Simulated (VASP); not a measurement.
# IrS (Fm-3m) in VASP: single point with PBEsol

Aim: the single point of IrS with PBEsol.

Everything below comes from runs of VASP 6.6.1. Logs are shortened: lines on timing, memory, paths and dates and some standing lists are left out, and cuts for length are marked.

## (1) The cell of the first run

The structure is cubic, space group Fm-3m (No. 225). Conventional cell: a = 4.858 Å, b = 4.858 Å, c = 4.858 Å, α = 90.00°, β = 90.00°, γ = 90.00°. Within 3.2 Å of S (site symmetry m-3m) lie 6 Ir at 2.43 Å. Within 3.2 Å of Ir (site symmetry m-3m) lie 6 S at 2.43 Å.

## (2) Single point, PBEsol, non-collinear spin, zero start, spin-orbit coupling

POSCAR

```
IrS
1.0
    0.0000000000      2.4292020000      2.4292020000
    2.4292020000      0.0000000000      2.4292020000
    2.4292020000      2.4292020000      0.0000000000
S Ir
1 1
Direct
    0.5000000000      0.5000000000      0.5000000000
    0.0000000000      0.0000000000      0.0000000000
```

INCAR.step1

```
ALGO     = Normal         # electronic algorithm
EDIFF    = 1E-6           # SCF threshold, eV
ENCUT    = 400            # plane-wave cutoff, eV
GGA      = PS             # functional
GGA_COMPAT= F            
ISIF     = 2              # what is computed and relaxed
ISMEAR   = 0              # smearing method
LASPH    = T              # aspherical terms in the spheres
LCHARG   = T              # write CHGCAR
LMAXMIX  = 4              # l up to which the mixer works
LORBIT   = 11             # projections on sites
LORBMOM  = T            
LREAL    = F              # projectors in reciprocal space
LSORBIT  = T              # spin-orbit coupling
LWAVE    = F              # write WAVECAR
MAGMOM   = 0 0 0 0 0 0    # initial moments
NBANDS   = 27             # bands
NEDOS    = 2001           # points of the DOS
NELM     = 200            # most SCF steps
PREC     = Accurate       # precision mode
SIGMA    = 0.0259         # smearing width, eV
```

KPOINTS.step1

```
k-points
0
Gamma
  12 12 12
```

INCAR.step2

```
ALGO     = Normal         # electronic algorithm
EDIFF    = 1E-6           # SCF threshold, eV
ENCUT    = 400            # plane-wave cutoff, eV
GGA      = PS             # functional
GGA_COMPAT= F            
ICHARG   = 11             # starting density
ISIF     = 2              # what is computed and relaxed
ISMEAR   = -5             # smearing method
LASPH    = T              # aspherical terms in the spheres
LCHARG   = F              # write CHGCAR
LMAXMIX  = 4              # l up to which the mixer works
LORBIT   = 11             # projections on sites
LORBMOM  = T            
LREAL    = F              # projectors in reciprocal space
LSORBIT  = T              # spin-orbit coupling
LWAVE    = F              # write WAVECAR
MAGMOM   = 0 0 0 0 0 0    # initial moments
NEDOS    = 1001           # points of the DOS
NELM     = 200            # most SCF steps
PREC     = Accurate       # precision mode
SIGMA    = 0.0259         # smearing width, eV
```

KPOINTS.step2

```
k-points
0
Gamma
  18 18 18
```

Potentials or basis: VASP PAW PBE potentials, release 64 (S, Ir).

On the command line:

```bash
cat potpaw_PBE.64/S/POTCAR potpaw_PBE.64/Ir/POTCAR > POTCAR
cp INCAR.step1 INCAR
cp KPOINTS.step1 KPOINTS
mpirun -np 1 vasp_ncl > vasp.out
cp INCAR.step2 INCAR
cp KPOINTS.step2 KPOINTS
mpirun -np 1 vasp_ncl > vasp.out
```

OUTCAR:

```text
EDIFF = 1E-6
   ENCUT = 400
   GGA = PS
   ICHARG = 11
   ISIF = 2
   ISMEAR = -5
   LASPH = T
   LORBIT = 11
   LREAL = F
   LSORBIT = T
   NELM = 200
   PREC = Accurate

 ion  position               nearest neighbor table
   1  0.500  0.500  0.500-   2 2.43   2 2.43   2 2.43   2 2.43   2 2.43   2 2.43
   2  0.000  0.000  0.000-   1 2.43   1 2.43   1 2.43   1 2.43   1 2.43   1 2.43

  LATTYP: Found a face centered cubic cell.
 ALAT       =     4.8584040000

  Lattice vectors:

 A1 = (   0.0000000000,   2.4292020000,   2.4292020000)
 A2 = (   2.4292020000,   0.0000000000,   2.4292020000)
 A3 = (   2.4292020000,   2.4292020000,   0.0000000000)

Analysis of symmetry for initial positions (statically):
=====================================================================
 Subroutine PRICEL returns:
 Original cell was already a primitive cell.

 Routine SETGRP: Setting up the symmetry group for a
 face centered cubic supercell.

 Subroutine GETGRP returns: Found 48 space group operations
 (whereof 48 operations were pure point group operations)
 out of a pool of 48 trial point group operations.

The static configuration has the point symmetry O_h .

Analysis of symmetry for dynamics (positions and initial velocities):
=====================================================================
 Subroutine PRICEL returns:
 Original cell was already a primitive cell.

 Routine SETGRP: Setting up the symmetry group for a
 face centered cubic supercell.

 Subroutine GETGRP returns: Found 48 space group operations
 (whereof 48 operations were pure point group operations)
 out of a pool of 48 trial point group operations.

The dynamic configuration has the point symmetry O_h .

Analysis of structural, dynamic, and magnetic symmetry:
=====================================================================
 Subroutine PRICEL returns:
 Original cell was already a primitive cell.

 Routine SETGRP: Setting up the symmetry group for a
 face centered cubic supercell.

 Subroutine GETGRP returns: Found 48 space group operations
 (whereof 48 operations were pure point group operations)
 out of a pool of 48 trial point group operations.

The overall configuration has the point symmetry O_h .

 Subroutine INISYM returns: Found 48 space group operations
 (whereof 48 operations are pure point group operations),
 and found     1 'primitive' translations

----------------------------------------------------------------------------------------

                                     Primitive cell

  volume of cell :      28.6696

  direct lattice vectors                    reciprocal lattice vectors
     0.000000000  2.429202000  2.429202000    -0.205828910  0.205828910  0.205828910
     2.429202000  0.000000000  2.429202000     0.205828910 -0.205828910  0.205828910
     2.429202000  2.429202000  0.000000000     0.205828910  0.205828910 -0.205828910

  length of vectors
     3.435410414  3.435410414  3.435410414     0.356506130  0.356506130  0.356506130

  position of ions in fractional coordinates (direct lattice)
     0.500000000  0.500000000  0.500000000
     0.000000000  0.000000000  0.000000000

  ion indices of the primitive-cell ions
   primitive index   ion index
                 1           1
                 2           2

----------------------------------------------------------------------------------------

 KPOINTS: k-points

Automatic generation of k-mesh.
 Grid dimensions read from file:
 generate k-points for:   18   18   18

 Generating k-lattice:

  Cartesian coordinates                     Fractional coordinates (reciprocal lattice)
    -0.011434939  0.011434939  0.011434939     0.055555556  0.000000000  0.000000000
     0.011434939 -0.011434939  0.011434939     0.000000000  0.055555556  0.000000000
[... 88 lines left out ...]
   IVDW    =     0    specifies the selected vdW correction
   LEPSILON=     F    determine dielectric tensor
   LRPA    =     F    only Hartree local field effects (RPA)
 Fermi weights with tetrahedron method with Bloechl corrections
  energy-cutoff  :      400.00
  volume of cell :       28.67
 maximum number of plane-waves:      1088

 number of electron      14.9999999 magnetization      -0.0000000      0.0000000      0.0000000

 Free energy of the ion-electron system (eV)
  ---------------------------------------------------
  ext. energy  EPLUGINS =         0.00000000
  ---------------------------------------------------
  free energy    TOTEN  =       -13.91421934 eV

  energy without entropy =      -13.91421934  energy(sigma->0) =      -13.91421934

 E-fermi :   9.5643     XC(G=0): -12.7444

 val. band max:        9.6141720339   @ k =   0.2222   0.0556   0.0000
 cond. band min:       9.4618912813   @ k =   0.1667   0.0000   0.0000
 fundamental gap:     -0.1522807526
 Fermi energy:         9.5643045453

 k-point     1 :       0.0000    0.0000    0.0000
  band No.  band energies     occupation
      1      -7.1088      1.00000
      2      -7.1088      1.00000
      3       5.6307      1.00000
      4       5.6307      1.00000
      5       5.6307      1.00000
      6       5.6307      1.00000
[... 589 lines left out ...]
     21      18.0031      0.00000
     22      18.0032      0.00000

 [... further k-points ...]
[... 5 lines left out ...]
  --------------------------------------------------------------------------------------
  -------------------------------------------------------------------------------------
  Total        1.0924244      1.0924244      1.0924244     -0.0000000      0.0000000     -0.0000000
  in kB       61.0493543     61.0493543     61.0493543     -0.0000000      0.0000000     -0.0000000
  external PRESSURE =      61.0493543 kB  Pullay stress =       0.0000000 kB

 VOLUME and BASIS-vectors are now :
 -----------------------------------------------------------------------------
  energy-cutoff  :      400.00
  volume of cell :       28.67
      direct lattice vectors                 reciprocal lattice vectors
     0.000000000  2.429202000  2.429202000    -0.205828910  0.205828910  0.205828910
     2.429202000  0.000000000  2.429202000     0.205828910 -0.205828910  0.205828910
     2.429202000  2.429202000  0.000000000     0.205828910  0.205828910 -0.205828910

 POSITION                                       TOTAL-FORCE (eV/Angst)
 -----------------------------------------------------------------------------------
      2.42920      2.42920      2.42920         0.000000      0.000000      0.000000
      0.00000      0.00000      0.00000        -0.000000     -0.000000     -0.000000
 -----------------------------------------------------------------------------------
    total drift:                                0.000000     -0.000000     -0.000000

  FREE ENERGIE OF THE ION-ELECTRON SYSTEM (eV)
  ---------------------------------------------------
  free  energy   TOTEN  =       -13.9142193399 eV

  energy  without entropy=      -13.9142193399  energy(sigma->0) =      -13.91421934

 orbital moment (x)

 # of ion     p       d       tot
 ----------------------------------------
  1         0.000   0.000   0.000
  2         0.000   0.000   0.000
 ----------------------------------------
            0.000   0.000   0.000

 orbital moment (y)

 # of ion     p       d       tot
 ----------------------------------------
  1         0.000   0.000   0.000
  2         0.000  -0.000  -0.000
 ----------------------------------------
            0.000  -0.000  -0.000

 orbital moment (z)

 # of ion     p       d       tot
 ----------------------------------------
  1         0.000   0.000   0.000
  2         0.000   0.000   0.000
 ----------------------------------------
            0.000   0.000   0.000

 Spin-Orbit-Coupling matrix elements

 Ion:    1  E_soc:      0.0003336
 l=   1
     0.0000000     0.0000556     0.0000556
     0.0000556     0.0000000     0.0000556
     0.0000556     0.0000556     0.0000000
 l=   2
     0.0000000     0.0000000     0.0000000     0.0000000     0.0000000
     0.0000000     0.0000000     0.0000000     0.0000000     0.0000000
     0.0000000     0.0000000     0.0000000     0.0000000     0.0000000
     0.0000000     0.0000000     0.0000000     0.0000000     0.0000000
     0.0000000     0.0000000     0.0000000     0.0000000     0.0000000
 l=   3
     0.0000000     0.0000000     0.0000000     0.0000000     0.0000000     0.0000000     0.0000000
     0.0000000     0.0000000     0.0000000     0.0000000     0.0000000     0.0000000     0.0000000
     0.0000000     0.0000000     0.0000000     0.0000000     0.0000000     0.0000000     0.0000000
     0.0000000     0.0000000     0.0000000     0.0000000     0.0000000     0.0000000     0.0000000
     0.0000000     0.0000000     0.0000000     0.0000000     0.0000000     0.0000000     0.0000000
     0.0000000     0.0000000     0.0000000     0.0000000     0.0000000     0.0000000     0.0000000
     0.0000000     0.0000000     0.0000000     0.0000000     0.0000000     0.0000000     0.0000000

 Ion:    2  E_soc:     -0.8466385
 l=   1
     0.0000000    -0.0214160    -0.0214160
    -0.0214160     0.0000000    -0.0214160
    -0.0214160    -0.0214160     0.0000000
 l=   2
     0.0000000    -0.0140948     0.0000000    -0.0140948    -0.1055956
    -0.0140948     0.0000000    -0.0791967    -0.0140948    -0.0263989
     0.0000000    -0.0791967     0.0000000    -0.0791967     0.0000000
    -0.0140948    -0.0140948    -0.0791967     0.0000000    -0.0263989
    -0.1055956    -0.0263989     0.0000000    -0.0263989     0.0000000
 l=   3
     0.0000000     0.0000000     0.0000000     0.0000000     0.0000000     0.0000000     0.0000000
     0.0000000     0.0000000     0.0000000     0.0000000     0.0000000     0.0000000     0.0000000
     0.0000000     0.0000000     0.0000000     0.0000000     0.0000000     0.0000000     0.0000000
     0.0000000     0.0000000     0.0000000     0.0000000     0.0000000     0.0000000     0.0000000
     0.0000000     0.0000000     0.0000000     0.0000000     0.0000000     0.0000000     0.0000000
     0.0000000     0.0000000     0.0000000     0.0000000     0.0000000     0.0000000     0.0000000
     0.0000000     0.0000000     0.0000000     0.0000000     0.0000000     0.0000000     0.0000000

 total charge

# of ion       s       p       d       tot
------------------------------------------
    1        1.307   2.287   0.000   3.594
    2        0.628   0.496   7.241   8.365
--------------------------------------------------
tot          1.934   2.783   7.241  11.959

 magnetization (x)

# of ion       s       p       d       tot
------------------------------------------
    1       -0.000   0.000   0.000   0.000
    2        0.000   0.000   0.000   0.000
--------------------------------------------------
tot          0.000   0.000   0.000   0.000

 magnetization (y)

# of ion       s       p       d       tot
------------------------------------------
    1       -0.000  -0.000   0.000  -0.000
    2        0.000   0.000   0.000   0.000
--------------------------------------------------
tot         -0.000  -0.000   0.000  -0.000

 magnetization (z)

# of ion       s       p       d       tot
------------------------------------------
    1        0.000   0.000   0.000   0.000
    2        0.000  -0.000   0.000  -0.000
--------------------------------------------------
tot          0.000  -0.000   0.000  -0.000
```

It took 4.2 min on 1 thread of Intel Xeon 8259CL, shared host; peak memory 0.29 GiB.

Results:

```yaml
Net_moment: 0.00 μB per cell
Valence_electrons_inside_the_program's_atomic_spheres: S 3.59; Ir 8.37
```

Moments on the atoms (μB; x, y, z):
```
S   0.00 0.00 0.00
Ir  0.00 0.00 0.00
```

Caveat: the PAW data sets were made with another functional, which shifts forces and pressure a little.
